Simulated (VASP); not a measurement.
# Ga (C2/c) in VASP: further runs, part 2 of 2

VASP 6.6.1. The steps go on from the part before.

**3. Single point, PBEsol**

This run uses another cell than the first one, of 13.82 Å³/atom, 0.771 times its volume.

INCAR

```
  PREC = Accurate
  ENCUT = 520
  EDIFF = 1E-6
  ISMEAR = -1
  SIGMA = 0.05
  LREAL = F
  LASPH = T
  NELM = 100
  ALGO = Normal
  ISIF = 2
  LWAVE = F
  LCHARG = F
  GGA = PS
  NBANDS = 20
```

KPOINTS

```
regular mesh
0
Gamma
  10 10 8
```

POSCAR

```
Ga
1.0
    1.2753432315     -3.7795226511      0.0231034864
    1.2753432315      3.7795226511      0.0231034864
   -0.0526774318      0.0000000000      2.8653255012
Ga
2
Direct
    0.1335959858      0.8664040142      0.7500000000
    0.8664040142      0.1335959858      0.2500000000
```

Potentials or basis: VASP PAW PBE potentials, release 64 (Ga_d).

The run is started by

```
$ cat potpaw_PBE.64/Ga_d/POTCAR > POTCAR
$ mpirun -np 1 vasp_std > vasp.out
```

OUTCAR:

```text
PREC = Accurate
   ENCUT = 520
   EDIFF = 1E-6
   ISMEAR = -1
   LREAL = F
   LASPH = T
   NELM = 100
   ISIF = 2
   GGA = PS

 ion  position               nearest neighbor table
   1  0.134  0.866  0.750-   2 2.48   2 2.48   2 2.60   2 2.60   2 2.60   2 2.60
   2  0.866  0.134  0.250-   1 2.48   1 2.48   1 2.60   1 2.60   1 2.60   1 2.60

  LATTYP: Found a base centered monoclinic cell.
 ALAT       =     2.5511049600
 B/A-ratio  =     2.9630475503
 C/A-ratio  =     1.1233601628
 COS(beta)  =    -0.0002688551

  Lattice vectors:

 A1 = (   1.2753432315,  -3.7795226511,   0.0231034864)
 A2 = (   1.2753432315,   3.7795226511,   0.0231034864)
 A3 = (  -0.0526774318,   0.0000000000,   2.8653255012)

Analysis of symmetry for initial positions (statically):
=====================================================================
 Subroutine PRICEL returns:
 Original cell was already a primitive cell.

 Routine SETGRP: Setting up the symmetry group for a
 base centered monoclinic supercell.

 Subroutine GETGRP returns: Found  4 space group operations
 (whereof  2 operations were pure point group operations)
 out of a pool of  4 trial point group operations.

The static configuration has the point symmetry S_2 .
 The point group associated with its full space group is C_2h.

Analysis of symmetry for dynamics (positions and initial velocities):
=====================================================================
 Subroutine PRICEL returns:
 Original cell was already a primitive cell.

 Routine SETGRP: Setting up the symmetry group for a
 base centered monoclinic supercell.

 Subroutine GETGRP returns: Found  4 space group operations
 (whereof  2 operations were pure point group operations)
 out of a pool of  4 trial point group operations.

The dynamic configuration has the point symmetry S_2 .
 The point group associated with its full space group is C_2h.

 Subroutine INISYM returns: Found  4 space group operations
 (whereof  2 operations are pure point group operations),
[... 105 lines left out ...]
   TEBEG  =    0.0;   TEEND  =   0.0 temperature during run
   PSTRESS=    0.0 pullay stress
   NELECT =      26.0000    total number of electrons
   NUPDOWN=      -1.0000    fix difference up-down
   EMIN   =  10.00;   EMAX   =-10.00  energy-range for DOS
   EFERMI =   0.00;   METHOD = LEGACY
   ISMEAR =    -1;   SIGMA  =   0.05  broadening in eV -4-tet -1-fermi 0-gaus
   EFERMI_NEDOS =   21; number of points for ismear=-14 and -15
   IALGO  =     38    algorithm
   IMIX   =      4    mixing-type and parameters
     AMIX     =   0.40;   BMIX     =  1.00
     AMIX_MAG =   1.60;   BMIX_MAG =  1.00
  volume/ion in A,a.u.               =      13.82        93.24
  Fermi-wavevector in a.u.,A,eV,Ry     =   1.604212  3.031521 35.014538  2.573496
  Thomas-Fermi vector in A             =   2.700752
   LORBIT       =      0    0 simple, 1 ext, 2 COOP (PROOUT), +10 PAW based schemes
   GGA     = PS    functional components
   LHFCALC =     F    Hartree Fock is set to
   AEXX    =    0.0000 exact exchange contribution
   IVDW    =     0    specifies the selected vdW correction
   LEPSILON=     F    determine dielectric tensor
   LRPA    =     F    only Hartree local field effects (RPA)
 non-spin polarized calculation
  energy-cutoff  :      520.00
  volume of cell :       27.63
 maximum number of plane-waves:       756
 NGX is ok and might be reduce to    30
   NGX = 15   NGY = 15   NGZ = 11

 number of electron      26.0000011 magnetization

 Free energy of the ion-electron system (eV)
  ---------------------------------------------------
  ext. energy  EPLUGINS =         0.00000000
  ---------------------------------------------------
  free energy    TOTEN  =        -6.09601446 eV

  energy without entropy =       -6.09186208  energy(sigma->0) =       -6.09393827

 E-fermi :   8.9549     XC(G=0): -12.7773

 val. band max:        8.9351841347   @ k =  -0.4000   0.2000   0.3750
 cond. band min:       8.9842742721   @ k =  -0.4000  -0.4000   0.2500
 fundamental gap:      0.0490901374
 Fermi energy:         8.9548810503

 k-point     1 :       0.0000    0.0000    0.0000
  band No.  band energies     occupation
      1      -7.0896      2.00000
      2      -6.9573      2.00000
      3      -6.9529      2.00000
      4      -6.9016      2.00000
      5      -6.4255      2.00000
      6      -6.3674      2.00000
[... 541 lines left out ...]
     19      20.3646      0.00000
     20      21.4808      0.00000

 [... further k-points ...]
[... 5 lines left out ...]
  --------------------------------------------------------------------------------------
  -------------------------------------------------------------------------------------
  Total        5.2261560      5.2165538      5.2111704      0.0000000      0.0000000      0.0020812
  in kB      303.0263126    302.4695511    302.1574073      0.0000000      0.0000000      0.1206734
  external PRESSURE =     302.5510903 kB  Pullay stress =       0.0000000 kB

 VOLUME and BASIS-vectors are now :
 -----------------------------------------------------------------------------
  energy-cutoff  :      520.00
  volume of cell :       27.63
      direct lattice vectors                 reciprocal lattice vectors
     1.275343231 -3.779522651  0.023103486     0.391920795 -0.132291838  0.007205248
     1.275343231  3.779522651  0.023103486     0.391920795  0.132291838  0.007205248
    -0.052677432  0.000000000  2.865325501    -0.006320215  0.000000000  0.348884295

 POSITION                                       TOTAL-FORCE (eV/Angst)
 -----------------------------------------------------------------------------------
      1.23584      2.76966      2.17210         0.000000      0.005002      0.000000
      1.26217     -2.76966      0.73943        -0.000000     -0.005002     -0.000000
 -----------------------------------------------------------------------------------
    total drift:                                0.000000      0.000000     -0.000000

  FREE ENERGIE OF THE ION-ELECTRON SYSTEM (eV)
  ---------------------------------------------------
  free  energy   TOTEN  =        -6.0960144625 eV

  energy  without entropy=       -6.0918620755  energy(sigma->0) =       -6.09393827
```

It took 80 s on 1 thread of Intel Xeon 6975P-C (Granite Rapids), shared host; peak memory 0.23 GiB.

Results:

| Item | Value |
| --- | --- |
| Free energy | -6.0960 eV |
| Pressure | 30.3 GPa |
| Largest force | 0.005 eV/Å |
| Band gap on the k mesh | zero (band 13 reaches 14.83 eV, above the bottom of band 14 at 3.12 eV) |

Forces in eV/Å, atoms in the order of the input:
```
Ga   0.000  0.005  0.000
Ga   0.000 -0.005  0.000
```

Levels at points of the mesh, in eV from the Fermi level:
```csv
k point,band 10,band 11,band 12,band 13,band 14,band 15,band 16,band 17
"(0.00, 0.00, 0.00)",-15.01,-14.09,-3.93,-1.78,3.21,7.53,10.61,11.83
"(0.50, 0.00, 0.00)",-15.07,-7.36,-7.03,-2.81,-0.31,7.69,8.87,10.44
"(0.50, 0.50, 0.00)",-15.09,-11.74,-10.82,5.87,6.99,8.10,8.78,8.79
"(0.00, 0.00, 0.50)",-15.12,-9.18,-9.18,1.39,1.39,2.54,2.54,14.28
"(0.50, 0.00, 0.50)",-15.05,-3.44,-3.43,-1.60,-1.60,1.93,1.93,4.84
"(0.50, 0.50, 0.50)",-15.23,-6.76,-6.76,-5.83,-5.83,13.17,13.17,13.30
```

Caveat: the PAW data sets were made with another functional, which shifts forces and pressure a little.

**4. Relaxation of cell and atoms, PBEsol, target pressure 2 GPa, at which the enthalpy is minimised**

This run uses another cell than the first one, of 18.54 Å³/atom, 1.035 times its volume.

INCAR

```
SYSTEM = Ga
ALGO = Fast
EDIFF = 1E-6
EDIFFG = -0.01
ENCUT = 600
GGA = PS
IBRION = 2
ISIF = 3
ISMEAR = -1
LASPH = .TRUE.
LCHARG = .FALSE.
LREAL = .FALSE.
LWAVE = .FALSE.
NELM = 60
NSW = 60
PREC = Accurate
PSTRESS = 20.0
SIGMA = 0.05
```

KPOINTS

```
k-points
0
G
  10 10 8
  0 0 0
```

POSCAR

```
Ga
1.0
    1.3830000000     -4.0265000000      0.0000000000
    1.3830000000      4.0265000000      0.0000000000
   -0.1174474948      0.0000000000      3.3299294416
Ga
2
Direct
    0.1310000000      0.8690000000      0.7500000000
    0.8690000000      0.1310000000      0.2500000000
```

Potentials or basis: VASP PAW PBE potentials, release 64 (Ga_d).

The run is started by

```
$ cat potpaw_PBE.64/Ga_d/POTCAR > POTCAR
$ mpirun -np 1 vasp_std > vasp.out
```

OUTCAR:

```text
SYSTEM = Ga
   EDIFF = 1E-6
   EDIFFG = -0.01
   ENCUT = 600
   GGA = PS
   IBRION = 2
   ISIF = 3
   ISMEAR = -1
   LASPH = .TRUE.
   LREAL = .FALSE.
   NELM = 60
   NSW = 60
   PREC = Accurate
   PSTRESS = 20.0

 ion  position               nearest neighbor table
   1  0.131  0.869  0.750-   2 2.69   2 2.69   2 2.86   2 2.86   2 2.92   2 2.92
   2  0.869  0.131  0.250-   1 2.69   1 2.69   1 2.86   1 2.86   1 2.92   1 2.92

  LATTYP: Found a base centered monoclinic cell.
 ALAT       =     2.7660000000
 B/A-ratio  =     2.9114244396
 C/A-ratio  =     1.2046276211
 COS(beta)  =    -0.0352483478

  Lattice vectors:

 A1 = (   1.3830000000,  -4.0265000000,   0.0000000000)
 A2 = (   1.3830000000,   4.0265000000,   0.0000000000)
[... 371 lines left out ...]

 number of electron      26.0000004 magnetization

 Free energy of the ion-electron system (eV)
  ---------------------------------------------------
  ext. energy  EPLUGINS =         0.00000000
  ---------------------------------------------------
  free energy    TOTEN  =        -6.69223980 eV

  energy without entropy =       -6.68875329  energy(sigma->0) =       -6.69049655

 E-fermi :   6.2421     XC(G=0): -11.5250

 val. band max:        6.2072144870   @ k =   0.0000   0.0000   0.2500
 cond. band min:       6.2641311547   @ k =  -0.2000   0.4000   0.3750
 fundamental gap:      0.0569166677
 Fermi energy:         6.2420668211

 k-point     1 :       0.0000    0.0000    0.0000
  band No.  band energies     occupation
      1      -9.0684      2.00000
      2      -9.0301      2.00000
      3      -8.9769      2.00000
      4      -8.9634      2.00000
      5      -8.7052      2.00000
      6      -8.6883      2.00000
[... 457 lines left out ...]
      4      -8.8272      2.00000
      5      -8.7934      2.00000
      6      -8.7768      2.00000
[... 9 lines left out ...]
     16      13.7004      0.00000
     17      13.7678      0.00000

 [... further k-points ...]
[... 5 lines left out ...]
  --------------------------------------------------------------------------------------
  -------------------------------------------------------------------------------------
  Total        0.4495544      0.4249534      0.4226388      0.0000000      0.0000000     -0.0132319
  in kB       20.7114353     19.5780425     19.4714081      0.0000000      0.0000000     -0.6096070
  external PRESSURE =      -0.0797047 kB  Pullay stress =      20.0000000 kB
[... 21 lines left out ...]
  energy  without entropy=       -6.6887532862  energy(sigma->0) =       -6.69049655

  enthalpy is  TOTEN    =        -6.2581275474 eV   P V=        0.4341122575

 reached required accuracy - stopping structural energy minimisation
```

CONTCAR:

```text
Ga
   1.00000000000000
     1.3892105669997359   -3.9916795411196193    0.0132225929749333
     1.3892105669997359    3.9916795411196193    0.0132225929749333
    -0.0850573638716807    0.0000000000000000    3.1348498959445825
  Ga
     2
Direct
     0.1347733611747131    0.8652266388252867    0.7500000000000000
     0.8652266388252867    0.1347733611747131    0.2500000000000000

  0.00000000E+00  0.00000000E+00  0.00000000E+00
  0.00000000E+00  0.00000000E+00  0.00000000E+00
```

Run time: 14 min. Hardware: 1 thread of Intel Xeon 6975P-C (Granite Rapids), shared host; peak memory 0.31 GiB.

Results:

- Free energy: -6.6922 eV
- Relaxed volume: 17.39 Å³/atom
- Relaxed cell: a = 4.227 Å, b = 4.227 Å, c = 3.136 Å, α = 90.33°, β = 90.33°, γ = 141.62°
- Space group after relaxing (to 0.05 Å): C2/c (No. 15)
- Energy change on relaxing (the enthalpy is what falls): -9.1 meV/atom
- Ionic steps: 18
- Pressure after relaxing: 2.0 GPa
- Band gap on the k mesh: zero (band 13 reaches 11.04 eV, above the bottom of band 14 at 1.60 eV)

The path:
| step | energy change (eV) | largest force (eV/Å) | pressure (GPa) | volume (Å³) |
| --- | --- | --- | --- | --- |
| 1 | 0.0000 | 0.1979 | -1.88 | 37.09 |
| 2 | -0.0059 | 0.1324 | 2.08 | 34.73 |
| 3 | -0.0046 | 0.1285 | 2.19 | 34.62 |
| 4 | -0.0016 | 0.1216 | 2.86 | 34.41 |
| 5 | -0.0039 | 0.1366 | 2.57 | 34.58 |
| 6 | -0.0079 | 0.0637 | 2.42 | 34.59 |
| 7 | -0.0124 | 0.0731 | 2.35 | 34.60 |
| 8 | -0.0126 | 0.1381 | 2.45 | 34.61 |
| 9 | -0.0195 | 0.0616 | 1.76 | 34.98 |
| 10 | -0.0188 | 0.0753 | 1.82 | 34.92 |
| 11 | -0.0176 | 0.0229 | 2.19 | 34.77 |
| 12 | -0.0174 | 0.0181 | 2.18 | 34.75 |
| 13 | -0.0169 | 0.0043 | 2.20 | 34.71 |
| 14 | -0.0185 | 0.0142 | 1.94 | 34.81 |
| 15 | -0.0186 | 0.0166 | 1.94 | 34.82 |
| 16 | -0.0182 | 0.0060 | 1.91 | 34.78 |
| 17 | -0.0181 | 0.0097 | 2.06 | 34.77 |
| 18 | -0.0181 | 0.0016 | 1.99 | 34.78 |

Final structure:
```cif
data_structure
_symmetry_space_group_name_H-M 'P 1'
_symmetry_Int_Tables_number 1
_cell_length_a 4.2265
_cell_length_b 4.2265
_cell_length_c 3.1360
_cell_angle_alpha 90.332
_cell_angle_beta 90.332
_cell_angle_gamma 141.620
_cell_volume 34.78
loop_
_atom_site_label
_atom_site_type_symbol
_atom_site_fract_x
_atom_site_fract_y
_atom_site_fract_z
_atom_site_occupancy
Ga1 Ga 0.13477 0.86523 0.75000 1
Ga2 Ga 0.86523 0.13477 0.25000 1
```

Caveat: the cell is relaxed towards a set pressure, so the enthalpy falls and the energy may rise; the PAW data sets were made with another functional, which shifts forces and pressure a little.

**5. Overview**

| task | cell | cutoff (eV) | gap on the mesh (eV) | pressure (GPa) |
| --- | --- | --- | --- | --- |
| single point | a = 4.257, b = 4.257, c = 3.165 Å, angles 90.3, 90.3, 141.3°, 2 atoms | 520 | none | 0.0 |
| single point | a = 3.989, b = 3.989, c = 2.866 Å, angles 90.0, 90.0, 142.7°, 2 atoms | 520 | none | 30.3 |
| relaxation of cell and atoms | relaxed to 2 GPa from a = 4.257, b = 4.257, c = 3.332 Å, angles 90.7, 90.7, 142.1°, 2 atoms | 600 | none | 2.0 |

Alike in all rows: level PBEsol; potentials or basis VASP PAW PBE potentials, release 64 (Ga_d); no spin polarisation; k mesh 10 × 10 × 8; smearing fermi-dirac 0.05 eV.

Caveats: the PAW data sets were made with another functional, which shifts forces and pressure a little; the cell is relaxed towards a set pressure, so the enthalpy falls and the energy may rise (some runs).

Absolute energies hang on the potentials; compare differences alone.
